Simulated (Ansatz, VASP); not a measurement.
**One calculation of B2As3, two programs**

Contents of POSCAR:

```
B2As3
1.0
    3.3155177229      0.0000000000      0.0000000000
   -1.6577588615      2.8713225747      0.0000000000
    0.0000000000      0.0000000000      7.9252584829
B As
2 3
Direct
    0.3333333333      0.6666666667      0.2052397620
    0.6666666667      0.3333333333      0.7947602380
    0.0000000000      0.0000000000      0.0000000000
    0.3333333333      0.6666666667      0.6876756911
    0.6666666667      0.3333333333      0.3123243089
```

File INCAR.step1:

```
PREC = Accurate ; ENCUT = 600
ISMEAR = 0 ; SIGMA = 0.1
LREAL = False ; LASPH = True
NELM = 100 ; GGA = PE
ALGO = Normal ; EDIFF = 1E-4
LWAVE = True ; LCHARG = False
```

Contents of INCAR.step2:

```
PREC = Accurate ; ENCUT = 600
EDIFF = 1E-7 ; ISMEAR = 0
SIGMA = 0.1 ; LREAL = False
LASPH = True ; NELM = 100
ALGO = Normal ; ISIF = 3
LWAVE = False ; LCHARG = False
METAGGA = R2SCAN ; LMIXTAU = True
IBRION = 2 ; NSW = 100
EDIFFG = -0.01 ; ISTART = 1
```

KPOINTS

```
Automatic mesh
0
Gamma
  12 12 6
```

Input for Ansatz:

```yaml
crystal:
  lattice:
    - [3.3155177229, 0.0, 0.0]
    - [-1.6577588615, 2.8713225747, 0.0]
    - [0.0, 0.0, 7.9252584829]
  atoms:
    - { symbol: B, position: [0.3333333333, 0.6666666667, 0.205239762] }
    - { symbol: B, position: [0.6666666667, 0.3333333333, 0.794760238] }
    - { symbol: As, position: [0.0, 0.0, 0.0] }
    - { symbol: As, position: [0.3333333333, 0.6666666667, 0.6876756911] }
    - { symbol: As, position: [0.6666666667, 0.3333333333, 0.3123243089] }
basis:
  ecutwfc: 500
kpoints:
  mp_grid: { grid: [12, 12, 6] }
hamiltonian:
  xc: r2scan
scf:
  occupations: { method: gaussian, width: 0.1 }
output:
  forces: true
  stress: true
  eigenvalues: true
relax:
  adjacent_minimum: "off"
  f_tol: 0.01
  max_steps: 80
  cell: { stress_tol: 0.05 }
```

Alike in both runs: task relaxation of cell and atoms; functional r2SCAN; k mesh 12 × 12 × 6; occupations gaussian, width 0.1 eV; no spin polarisation.

```csv
,VASP,Ansatz
version,VASP 6.6.1,Ansatz 0.2.0
potentials or method,"VASP PAW PBE potentials, release 64 (B, As), cutoff 600 eV","scalar-relativistic, plane waves, PAW"
valence electrons in the cell,21,51
```

```csv
,VASP,Ansatz,Ansatz less VASP
"gap on the k mesh at the Fermi level, each at its own relaxed structure (eV)",none,none,-
relaxed volume (Å³/atom),15.14,15.17,+0.028
relaxed length of the cell vector where the two differ most in proportion (Å),8.045,8.057,+0.0119
```

VASP's potentials were made for PBE, not for r2SCAN. A gap of «none» marks a metal or a gap that the smearing closes. VASP's potentials hold 21 valence electrons a cell and Ansatz's 51, so a difference there can come from the potentials and not from the codes.
